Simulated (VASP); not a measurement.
Runs of VASP 6.6.1 on Nb2Pd. The structure is that of space group Fmmm (No. 69), or close to it. The cells are those of the table. 

| cell | gap on the mesh (eV) | pressure (GPa) | largest force (eV/Å) |
| --- | --- | --- | --- |
| a = 6.881, b = 6.786, c = 2.812 Å, angles 80.0, 76.2, 23.7°, 3 atoms | none | -11.0 | 0.05 |
| a = 6.756, b = 6.663, c = 2.761 Å, angles 80.0, 76.2, 23.7°, 3 atoms | none | -0.7 | 0.08 |
| a = 6.819, b = 6.725, c = 2.787 Å, angles 80.0, 76.2, 23.7°, 3 atoms | none | (b) | (a) |
| a = 6.692, b = 6.600, c = 2.735 Å, angles 80.0, 76.2, 23.7°, 3 atoms | none | 5.8 | (c) |

Alike in all rows: task single point; level LDA; potentials or basis VASP PAW LDA potentials, release 64 (Nb_sv, Pd); no spin polarisation; k mesh 11 × 11 × 11; cutoff (eV) 520; smearing fermi-dirac 0.1 eV.

**Question.** Fill in the values left out.

**Answer.** (a) 0.07; (b) -6.2; (c) 0.09.

A k mesh can miss the band edges, and the runs leave out spin-orbit coupling on Nb, Pd.

A gap of «none» marks levels without a gap at the run's occupations.
